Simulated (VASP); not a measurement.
# SiC (P6/mmm) in VASP: further runs, part 2 of 2

VASP 6.6.1.

### 3 Single point, PBE

This run uses another cell than the first one, of 15.56 Å³/atom, 0.956 times its volume.

The input, INCAR:

```
SYSTEM = SiC
PREC = Accurate
ENCUT = 520
EDIFF = 1E-7
ISMEAR = 0
SIGMA = 0.1
LREAL = .False.
LASPH = .True.
NELM = 80
ALGO = Normal
ISIF = 2
LWAVE = .False.
LCHARG = .False.
GGA = PE
NBANDS = 21
```

The input, KPOINTS:

```
Automatic mesh
0
Gamma
  6 6 2
  0 0 0
```

The input, POSCAR:

```
SiC
1.0
    3.6979113000      0.0000000000      0.0000000000
   -1.8489556500      3.2024851300      0.0000000000
    0.0000000000      0.0000000000      7.8835595300
Si C
3 3
Direct
    0.5000000000      0.0000000000      0.5000000000
    0.0000000000      0.5000000000      0.5000000000
    0.5000000000      0.5000000000      0.5000000000
    0.0000000000      0.0000000000      0.5000000000
    0.0000000000      0.0000000000      0.8695536500
    0.0000000000      0.0000000000      0.1304463500
```

Potentials or basis: VASP PAW PBE potentials, release 64 (Si, C).

Command:

```bash
$ cat potpaw_PBE.64/Si/POTCAR potpaw_PBE.64/C/POTCAR > POTCAR
$ mpirun -np 1 vasp_std > vasp.out
```

Run time: 24 s. Hardware: 1 thread of Intel Xeon Platinum 8488C (Sapphire Rapids), shared host; peak memory 0.2 GiB.

The run converged. Its results:

| Property | Result |
| --- | --- |
| Free energy | -13.4927 eV |
| Pressure | 63.7 GPa |
| Largest force | 5.553 eV/Å |
| Band gap on the k mesh | zero (band 12 reaches 4.60 eV, above the bottom of band 13 at 3.07 eV) |

Forces on the atoms (eV/Å):
```
Si   0.000  0.000  0.000
Si   0.000  0.000  0.000
Si   0.000  0.000  0.000
C    0.000  0.000  0.000
C    0.000  0.000  5.553
C    0.000  0.000 -5.553
```

Stress tensor (GPa, compression positive):
```
105.14   0.00   0.00
  0.00 105.14   0.00
  0.00   0.00 -19.30
```

Levels at points of the mesh, in eV from the Fermi level:
```tsv
k point	band 10	band 11	band 12	band 13	band 14	band 15
(0.00, 0.00, 0.00)	-2.38	-1.81	0.57	0.57	1.57	2.04
(0.50, 0.00, 0.00)	-1.55	-1.13	0.14	0.25	0.90	1.40
(0.00, 0.00, 0.50)	-2.38	-0.81	0.53	0.53	1.57	2.13
(0.50, 0.00, 0.50)	-1.15	-0.47	0.03	0.24	0.30	1.76
```

Caveat: the k points lie up to 0.40 Å⁻¹ apart; this functional lacks dispersion, which binds the layers, so the pressure and a relaxed spacing across them are unreliable; forces of over 1 eV/Å act on the atoms, so gaps and moduli don't describe the material at rest.

### 4 Single point, PBE

This run uses another cell than the first one, of 19.23 Å³/atom, 1.181 times its volume.

The input, INCAR:

```
PREC = Accurate ; ENCUT = 520
EDIFF = 1E-6 ; ISMEAR = 0
SIGMA = 0.1 ; LREAL = F
LASPH = T ; NELM = 60
ALGO = Normal ; ISIF = 2
LWAVE = F ; LCHARG = F
GGA = PE ; NBANDS = 21
```

The input, KPOINTS:

```
Automatic mesh
0
Gamma
  6 6 2
```

The input, POSCAR:

```
SiC
1.0
    5.9685031704      0.0000000000      0.0000000000
   -2.9842515852      5.1688753681      0.0000000000
    0.0000000000      0.0000000000      3.7392842982
Si C
3 3
Direct
    0.5000000000      0.0000000000      0.5000000000
    0.0000000000      0.5000000000      0.5000000000
    0.5000000000      0.5000000000      0.5000000000
    0.0000000000      0.0000000000      0.5000000000
    0.0000000000      0.0000000000      0.8351820628
    0.0000000000      0.0000000000      0.1648179372
```

Command:

```bash
$ cat potpaw_PBE.64/Si/POTCAR potpaw_PBE.64/C/POTCAR > POTCAR
$ mpirun -np 1 vasp_std > vasp.out
```

Wall time 27 s (1 thread of Intel Xeon Platinum 8488C (Sapphire Rapids), shared host); peak memory 0.23 GiB.

It converged, with:

```
Free energy            : -35.4920 eV
Pressure               : 0.0 GPa
Band gap on the k mesh : zero (band 12 reaches 4.75 eV, above the bottom of band 13 at 2.13 eV)
```

Stress tensor (GPa, compression positive):
```
 0.03  0.00  0.00
 0.00  0.03  0.00
 0.00  0.00 -0.21
```

Levels at points of the mesh, in eV from the Fermi level:
| k point | band 8 | band 9 | band 10 | band 11 | band 12 | band 13 | band 14 | band 15 |
| --- | --- | --- | --- | --- | --- | --- | --- | --- |
| (0.00, 0.00, 0.00) | -5.64 | -3.77 | -0.70 | -0.70 | 0.89 | 2.21 | 2.21 | 2.30 |
| (0.50, 0.00, 0.00) | -5.02 | -2.41 | 0.16 | 0.81 | 0.82 | 1.00 | 1.01 | 1.80 |
| (0.00, 0.00, 0.50) | -5.04 | -4.81 | -4.81 | -3.13 | -2.95 | 0.05 | 0.05 | 0.51 |
| (0.50, 0.00, 0.50) | -5.10 | -4.40 | -3.69 | -1.76 | -1.57 | -1.50 | 0.32 | 0.84 |

Caveat: the k points lie up to 0.84 Å⁻¹ apart.

### 5 Single point, PBE

This run uses another cell than the first one, of 16.21 Å³/atom, 0.996 times its volume.

The input, INCAR:

```
SYSTEM = SiC
PREC = Accurate
ENCUT = 520
EDIFF = 1E-6
ISMEAR = 0
SIGMA = 0.1
LREAL = .FALSE.
LASPH = .TRUE.
NELM = 60
ALGO = Normal
ISIF = 2
LWAVE = .FALSE.
LCHARG = .TRUE.
GGA = PE
LELF = .TRUE.
LVHAR = .TRUE.
NBANDS = 21
```

The input, KPOINTS:

```
regular mesh
0
G
  6 6 4
  0 0 0
```

The input, POSCAR:

```
SiC
1.0
    5.3708260158      0.0000000000      0.0000000000
   -2.6854130079      4.6512717690      0.0000000000
    0.0000000000      0.0000000000      3.8934084918
Si C
3 3
Direct
    0.5000000000      0.0000000000      0.5000000000
    0.0000000000      0.5000000000      0.5000000000
    0.5000000000      0.5000000000      0.5000000000
    0.0000000000      0.0000000000      0.5000000000
    0.0000000000      0.0000000000      0.8364604233
    0.0000000000      0.0000000000      0.1635395767
```

Command:

```bash
$ cat potpaw_PBE.64/Si/POTCAR potpaw_PBE.64/C/POTCAR > POTCAR
$ mpirun -np 1 vasp_std > vasp.out
```

It took 31 s on 1 thread of Intel Xeon Platinum 8488C (Sapphire Rapids), shared host; peak memory 0.21 GiB.

The run converged. Its results:

```
Free energy            : -35.5516 eV
Pressure               : -0.1 GPa
Largest force          : 0.032 eV/Å
Band gap on the k mesh : zero (band 12 reaches 5.91 eV, above the bottom of band 13 at 3.94 eV)
```

Forces on the atoms (eV/Å):
```
Si   0.000  0.000  0.000
Si   0.000  0.000  0.000
Si   0.000  0.000  0.000
C    0.000  0.000  0.000
C    0.000  0.000 -0.032
C    0.000  0.000  0.032
```

Stress tensor (GPa, compression positive):
```
 0.02  0.00  0.00
 0.00  0.02  0.00
 0.00  0.00 -0.23
```

Levels at points of the mesh, in eV from the Fermi level:
| k point | band 9 | band 10 | band 11 | band 12 | band 13 | band 14 | band 15 | band 16 |
| --- | --- | --- | --- | --- | --- | --- | --- | --- |
| (0.00, 0.00, 0.00) | -4.68 | -0.19 | -0.12 | -0.12 | 2.04 | 2.04 | 2.84 | 2.84 |
| (0.50, 0.00, 0.00) | -2.44 | -0.29 | 0.46 | 1.17 | 1.19 | 1.46 | 1.57 | 1.67 |
| (0.00, 0.00, 0.50) | -4.33 | -4.33 | -4.30 | -3.14 | 0.92 | 0.92 | 1.81 | 1.81 |
| (0.50, 0.00, 0.50) | -3.60 | -2.22 | -2.06 | -1.34 | -0.80 | 0.90 | 1.59 | 2.08 |

Caveat: the k points lie up to 0.40 Å⁻¹ apart.

### 6 Relaxation of cell and atoms, PBE

This run uses another cell than the first one, of 15.56 Å³/atom, 0.956 times its volume.

The input, INCAR:

```
PREC = Accurate
ENCUT = 600
EDIFF = 1E-6
ISMEAR = 0
SIGMA = 0.1
LREAL = F
LASPH = T
NELM = 100
ALGO = Normal
ISIF = 3
LWAVE = F
LCHARG = F
GGA = PE
IBRION = 2
NSW = 90
EDIFFG = -0.04
```

The input, KPOINTS:

```
Automatic mesh
0
Gamma
  6 6 2
```

The input, POSCAR:

```
SiC
1.0
    3.6979113000      0.0000000000      0.0000000000
   -1.8489556500      3.2024851300      0.0000000000
    0.0000000000      0.0000000000      7.8835595300
Si C
3 3
Direct
    0.5000000000      0.0000000000      0.5000000000
    0.0000000000      0.5000000000      0.5000000000
    0.5000000000      0.5000000000      0.5000000000
    0.0000000000      0.0000000000      0.5000000000
    0.0000000000      0.0000000000      0.8695536500
    0.0000000000      0.0000000000      0.1304463500
```

Potentials or basis: VASP PAW PBE potentials, release 64 (Si, C).

Command:

```bash
$ cat potpaw_PBE.64/Si/POTCAR potpaw_PBE.64/C/POTCAR > POTCAR
$ mpirun -np 1 vasp_std > vasp.out
```

Run time: 10 min. Hardware: 1 thread of Intel Xeon Platinum 8488C (Sapphire Rapids), shared host; peak memory 0.23 GiB.

Results (log left out):

```yaml
Free_energy: -34.5384 eV
Relaxed_volume: 17.07 Å³/atom
Relaxed_cell: a = 5.597 Å, b = 5.597 Å, c = 3.775 Å, α = 90.00°, β = 90.00°, γ = 120.00°
Space_group_after_relaxing_to_0.05_Å: P6/mmm (No. 191)
Energy_gained_by_relaxing: 3507.3 meV/atom
Ionic_steps: 37
Pressure_after_relaxing: 0.2 GPa
Largest_force_after_relaxing: 0.036 eV/Å
Band_gap_on_the_k_mesh: zero (band 12 reaches 5.57 eV, above the bottom of band 13 at 3.17 eV)
```

Forces on the atoms (eV/Å):
```
Si   0.000  0.000  0.000
Si   0.000  0.000  0.000
Si   0.000  0.000  0.000
C    0.000  0.000  0.000
C    0.000  0.000 -0.036
C    0.000  0.000  0.036
```

Stress tensor (GPa, compression positive):
```
 0.32  0.00  0.00
 0.00  0.32  0.00
 0.00  0.00 -0.02
```

Step by step:
```tsv
step	energy change (eV)	largest force (eV/Å)	pressure (GPa)	volume (Å³)
1	0.0000	5.5531	63.62	93.36
2	-12.6121	3.8718	-11.64	189.10
3	-13.1526	6.6415	-6.75	146.24
4	-13.4498	6.5925	-9.44	157.77
5	5.0338	142.9959	35.75	139.47
6	-13.1750	6.6255	-9.68	156.77
7	-13.5225	6.5905	-9.70	155.82
8	-15.1627	4.5725	-5.13	147.73
9	-15.1214	2.1053	-7.81	150.17
10	-15.2331	0.5949	-6.68	148.97
11	-15.2365	1.1788	-6.45	148.75
12	-15.9468	1.3319	-4.02	130.59
13	-16.4203	1.6087	1.22	109.24
14	-16.9370	0.2646	1.41	102.88
15	-18.0229	1.0184	10.23	84.14
16	-18.6632	0.0516	6.98	83.91
17	-20.2132	2.6367	14.14	82.12
18	-0.9809	27.4703	133.64	72.59
19	-19.8002	11.2769	17.81	81.94
20	-19.7867	11.7915	19.44	81.74
21	-19.9137	10.7087	20.13	81.88
22	-20.0946	6.8148	22.77	82.26
23	-20.0936	6.1404	23.40	82.31
24	-20.1986	5.2706	21.90	82.60
25	-20.4414	2.7693	17.84	83.46
26	-20.6178	1.5164	11.23	85.17
27	-20.6612	1.1403	10.26	85.71
28	-20.7621	0.0175	7.52	87.36
29	-20.8372	2.3767	2.72	90.72
30	-20.8958	0.9932	0.88	92.08
31	-20.9255	0.6731	-1.66	94.24
32	-20.9810	0.2565	-1.68	95.02
33	-21.0792	0.4483	-1.39	97.31
34	-21.0361	1.0692	0.82	101.71
35	-20.9929	3.5714	0.73	102.61
36	-21.0422	0.0877	0.75	101.95
37	-21.0436	0.0364	0.20	102.41
```

Final structure:
```
CELL_PARAMETERS angstrom
5.59690 0.00000 0.00000
-2.79845 4.84706 0.00000
0.00000 0.00000 3.77496
ATOMIC_POSITIONS crystal
Si 0.50000 0.00000 0.50000
Si 0.00000 0.50000 0.50000
Si 0.50000 0.50000 0.50000
C 0.00000 0.00000 0.50000
C 0.00000 0.00000 0.83660
C 0.00000 0.00000 0.16340
```

Levels at points of the mesh, in eV from the Fermi level:
| k point | band 7 | band 8 | band 9 | band 10 | band 11 | band 12 | band 13 | band 14 | band 15 | band 16 |
| --- | --- | --- | --- | --- | --- | --- | --- | --- | --- | --- |
| (0.00, 0.00, 0.00) | -5.46 | -5.46 | -4.47 | -0.67 | -0.67 | 0.15 | 1.78 | 1.78 | 2.11 | 2.11 |
| (0.50, 0.00, 0.00) | -6.32 | -4.51 | -2.72 | 0.02 | 0.09 | 0.83 | 0.95 | 1.26 | 1.38 | 1.75 |
| (0.00, 0.00, 0.50) | -5.29 | -5.29 | -4.67 | -4.67 | -3.94 | -3.42 | 0.23 | 0.23 | 0.91 | 0.91 |
| (0.50, 0.00, 0.50) | -5.73 | -5.39 | -4.40 | -3.18 | -2.18 | -1.74 | -1.57 | 0.68 | 0.69 | 1.67 |

Caveat: the k points lie up to 0.83 Å⁻¹ apart in the final cell; this functional lacks dispersion, which binds the layers, so the pressure and a relaxed spacing across them are unreliable.

### 7 Overview

| task | cell | k mesh | cutoff (eV) | gap on the mesh (eV) | pressure (GPa) | largest force (eV/Å) |
| --- | --- | --- | --- | --- | --- | --- |
| single point | a = 5.384, b = 5.384, c = 3.891 Å, angles 90.0, 90.0, 120.0°, 6 atoms | 3 × 3 × 6 | 520 | none | -0.3 | 0.02 |
| single point | a = 3.698, b = 3.698, c = 7.884 Å, angles 90.0, 90.0, 120.0°, 6 atoms | 6 × 6 × 2 | 520 | none | 63.7 | 5.55 |
| single point | a = 5.969, b = 5.969, c = 3.739 Å, angles 90.0, 90.0, 120.0°, 6 atoms | 6 × 6 × 2 | 520 | none | 0.0 | - |
| single point | a = 5.371, b = 5.371, c = 3.893 Å, angles 90.0, 90.0, 120.0°, 6 atoms | 6 × 6 × 4 | 520 | none | -0.1 | 0.03 |
| relaxation of cell and atoms | relaxed from a = 3.698, b = 3.698, c = 7.884 Å, angles 90.0, 90.0, 120.0°, 6 atoms | 6 × 6 × 2 | 600 | none | 0.2 | 0.04 |

Alike in all rows: level PBE; potentials or basis VASP PAW PBE potentials, release 64 (Si, C); no spin polarisation; smearing gaussian 0.1 eV.

Caveats: all runs use coarse meshes; this functional lacks dispersion, which binds the layers, so the pressure and a relaxed spacing across them are unreliable (some runs); forces of over 1 eV/Å act on the atoms, so gaps and moduli don't describe the material at rest (some runs).

Absolute energies hang on the potentials; compare differences alone.
